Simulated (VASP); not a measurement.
## Hf3TiN4: relaxation of cell and atoms with PBE

The system is Hf3TiN4.

```
Hf Ti N
1.0
     3.43183    0.00000    0.00000
     0.00000    3.43183    0.00000
     0.00000    0.00000    9.70669
Hf Ti N
3 1 4
Direct
  0.50000 0.50000 0.25000
  0.00000 0.00000 0.50000
  0.50000 0.50000 0.75000
  0.00000 0.00000 0.00000
  0.00000 0.00000 0.25000
  0.50000 0.50000 0.50000
  0.00000 0.00000 0.75000
  0.50000 0.50000 0.00000
```

```yaml
Program: VASP 6.6.1
Task: relaxation of cell and atoms
Functional: PBE
Potentials_or_basis: VASP PAW PBE potentials, release 64 (Hf_pv, Ti_sv, N)
Cutoff: 600 eV
k_mesh: 6 × 6 × 2
Occupations: gaussian, width 0.1 eV
Spin: collinear spin
Starting_moments: "[0.0, 0.0, 0.0, 1.0, 0.0, 0.0, 0.0, 0.0] μB"
Dipole_correction: no
Further_INCAR_settings: ALGO = Normal; EDIFF = 1e-06; IBRION = 2; EDIFFG = -0.04; NSW = 90; ISIF = 3
```

* Relaxed volume: 11.25 Å³/atom
* Relaxed cell: a = 3.169 Å, b = 3.169 Å, c = 8.962 Å, α = 90.00°, β = 90.00°, γ = 90.00°
* Space group after relaxing (to 0.1 Å): P4/mmm (No. 123)
* Pressure after relaxing: -0.2 GPa
* Largest force after relaxing: 0.017 eV/Å
* Band gap on the k mesh: zero (filled and empty bands overlap)
* Net moment: 0.00 μB per cell
* Valence electrons inside the program's atomic spheres: Hf 8.66, 8.62 (each value once); Ti 10.25; N 3.72, 3.70 (each value once)

Forces in eV/Å, atoms in the order of the input:
```
Hf   0.000  0.000 -0.017
Hf   0.000  0.000  0.000
Hf   0.000  0.000  0.017
Ti   0.000  0.000  0.000
N    0.000  0.000 -0.005
N    0.000  0.000  0.000
N    0.000  0.000  0.005
N    0.000  0.000  0.000
```

Stress tensor (GPa, compression positive):
```
-0.33  0.00  0.00
 0.00 -0.33  0.00
 0.00  0.00  0.06
```

Final structure:
```cif
data_structure
_symmetry_space_group_name_H-M 'P 1'
_symmetry_Int_Tables_number 1
_cell_length_a 3.1686
_cell_length_b 3.1686
_cell_length_c 8.9624
_cell_angle_alpha 90.000
_cell_angle_beta 90.000
_cell_angle_gamma 90.000
_cell_volume 89.98
loop_
_atom_site_label
_atom_site_type_symbol
_atom_site_fract_x
_atom_site_fract_y
_atom_site_fract_z
_atom_site_occupancy
Hf1 Hf 0.50000 0.50000 0.23998 1
Hf2 Hf 0.00000 0.00000 0.50000 1
Hf3 Hf 0.50000 0.50000 0.76002 1
Ti1 Ti 0.00000 0.00000 0.00000 1
N1 N 0.00000 0.00000 0.24696 1
N2 N 0.50000 0.50000 0.50000 1
N3 N 0.00000 0.00000 0.75304 1
N4 N 0.50000 0.50000 0.00000 1
```

Levels at points of the mesh, in eV from the Fermi level:
Spin up:
```
           k point  band 27  band 28  band 29  band 30  band 31  band 32  band 33  band 34  band 35  band 36
(0.00, 0.00, 0.00)    -3.46    -2.72    -2.72    -2.71    -2.26    -2.10    -0.37    -0.37    -0.34     0.69
(0.50, 0.00, 0.00)    -5.35    -5.06    -4.77     0.89     1.13     1.37     2.21     2.57     2.69     2.93
(0.50, 0.50, 0.00)    -3.47    -3.47    -3.32    -3.32    -3.27     0.82     0.82     1.64     1.64     1.86
(0.00, 0.00, 0.50)    -3.26    -3.25    -3.14    -3.14    -3.00    -1.12    -0.84     0.28     0.28     0.69
(0.50, 0.00, 0.50)    -5.23    -5.10    -5.08     0.92     1.00     1.34     2.34     2.38     2.41     3.02
(0.50, 0.50, 0.50)    -4.60    -4.37    -4.37    -1.63    -1.63    -1.06    -1.06     1.86     2.10     2.48
```
Spin down:
```csv
k point,band 28,band 29,band 30,band 31,band 32,band 33,band 34,band 35
"(0.00, 0.00, 0.00)",-2.72,-2.72,-2.71,-2.26,-2.10,-0.37,-0.37,-0.34
"(0.50, 0.00, 0.00)",-5.06,-4.77,0.89,1.13,1.37,2.21,2.57,2.69
"(0.50, 0.50, 0.00)",-3.47,-3.32,-3.32,-3.27,0.82,0.82,1.64,1.64
"(0.00, 0.00, 0.50)",-3.25,-3.14,-3.14,-3.00,-1.12,-0.84,0.28,0.28
"(0.50, 0.00, 0.50)",-5.10,-5.08,0.92,1.00,1.34,2.34,2.38,2.41
"(0.50, 0.50, 0.50)",-4.37,-4.37,-1.63,-1.63,-1.06,-1.06,1.86,2.10
```

It took 53 min on 1 thread of Oxide Virtual Turin-like Processor, on a shared host, peak memory 0.38 GiB.

Caveat: the volume moved by over 15 % at a fixed basis, so the end points are rough; spin-orbit coupling is left out, which moves the levels of the heavy elements.
